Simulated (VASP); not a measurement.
# Sc2BP3: relaxation of cell and atoms with PBE

Crystal: Sc2BP3.

```
CELL_PARAMETERS angstrom
4.18487 0.00000 0.00000
-2.09243 3.62420 0.00000
0.00000 0.00000 7.66224
ATOMIC_POSITIONS crystal
Sc 0.66667 0.33333 0.50000
Sc 0.33333 0.66667 0.00000
B 0.33333 0.66667 0.50000
P 0.33333 0.66667 0.29106
P 0.33333 0.66667 0.70894
P 0.66667 0.33333 0.00000
```

The cell was generated, and may not be a known phase.

```json
{"Program": "VASP 6.6.1", "Task": "relaxation of cell and atoms", "Functional": "PBE", "Potentials or basis": "VASP PAW PBE potentials, release 64 (Sc_sv, B, P)", "Cutoff": "600 eV", "k mesh": "6 × 6 × 2", "Occupations": "gaussian, width 0.1 eV", "Spin": "no spin polarisation", "Dipole correction": "no", "Further INCAR settings": "ALGO = Normal; EDIFF = 1e-06; IBRION = 2; EDIFFG = -0.04; NSW = 90; ISIF = 3"}
```

| Property | Result |
| --- | --- |
| Relaxed volume | 23.37 Å³/atom |
| Relaxed cell | a = 4.259 Å, b = 4.259 Å, c = 8.930 Å, α = 90.00°, β = 90.00°, γ = 120.00° |
| Space group after relaxing (to 0.1 Å) | P-6m2 (No. 187) |
| Energy gained by relaxing | 381.2 meV/atom |
| Ionic steps | 12 |
| Pressure after relaxing | 0.1 GPa |
| Largest force after relaxing | 0.031 eV/Å |
| Band gap on the k mesh | zero (bands 20 and 21 overlap by 0.25 eV) |

Forces on the atoms (eV/Å):
```
Sc   0.000  0.000  0.000
Sc   0.000  0.000  0.000
B    0.000  0.000  0.000
P    0.000  0.000  0.031
P    0.000  0.000 -0.031
P    0.000  0.000  0.000
```

The path:
```csv
step,energy change (eV),largest force (eV/Å),pressure (GPa),volume (Å³)
1,0.0000,2.3676,20.51,116.21
2,1.1959,3.9952,-8.39,160.04
3,-1.6663,3.5436,0.87,132.07
4,-1.6849,3.3564,1.79,130.86
5,-1.6878,3.2558,2.28,130.25
6,-2.2452,0.7165,-0.26,139.16
7,-2.2711,0.0506,-0.53,141.60
8,-2.2713,0.0143,-0.54,141.83
9,-2.2857,0.2214,-0.28,140.78
10,-2.2857,0.2277,-0.27,140.75
11,-2.2855,0.1846,0.56,139.71
12,-2.2873,0.0306,0.13,140.25
```

Final structure:
```cif
data_structure
_symmetry_space_group_name_H-M 'P 1'
_symmetry_Int_Tables_number 1
_cell_length_a 4.2585
_cell_length_b 4.2585
_cell_length_c 8.9297
_cell_angle_alpha 90.000
_cell_angle_beta 90.000
_cell_angle_gamma 120.000
_cell_volume 140.25
loop_
_atom_site_label
_atom_site_type_symbol
_atom_site_fract_x
_atom_site_fract_y
_atom_site_fract_z
_atom_site_occupancy
Sc1 Sc 0.66667 0.33333 0.50000 1
Sc2 Sc 0.33333 0.66667 0.00000 1
B1 B 0.33333 0.66667 0.50000 1
P1 P 0.33333 0.66667 0.30450 1
P2 P 0.33333 0.66667 0.69550 1
P3 P 0.66667 0.33333 0.00000 1
```

Levels at points of the mesh, in eV from the Fermi level:
```tsv
k point	band 16	band 17	band 18	band 19	band 20	band 21	band 22	band 23	band 24
(0.00, 0.00, 0.00)	-1.66	-1.66	-1.00	-1.00	0.25	0.70	1.54	1.54	1.62
(0.50, 0.00, 0.00)	-2.97	-2.28	-1.68	-0.81	-0.40	0.00	0.86	1.30	1.63
(0.00, 0.00, 0.50)	-1.70	-1.70	-0.86	-0.86	-0.28	1.09	1.09	1.17	1.78
(0.50, 0.00, 0.50)	-2.72	-1.78	-1.75	-1.57	-0.59	0.62	0.89	0.95	1.71
```

It took 16 min on 1 thread of Oxide Virtual Turin-like Processor (shared host), peak memory 0.28 GiB.

Caveat: the k points lie up to 0.35 Å⁻¹ apart in the final cell; the volume moved by over 15 % at a fixed basis, so the end points are rough; semilocal functionals underestimate gaps, and a narrow one can read as zero.
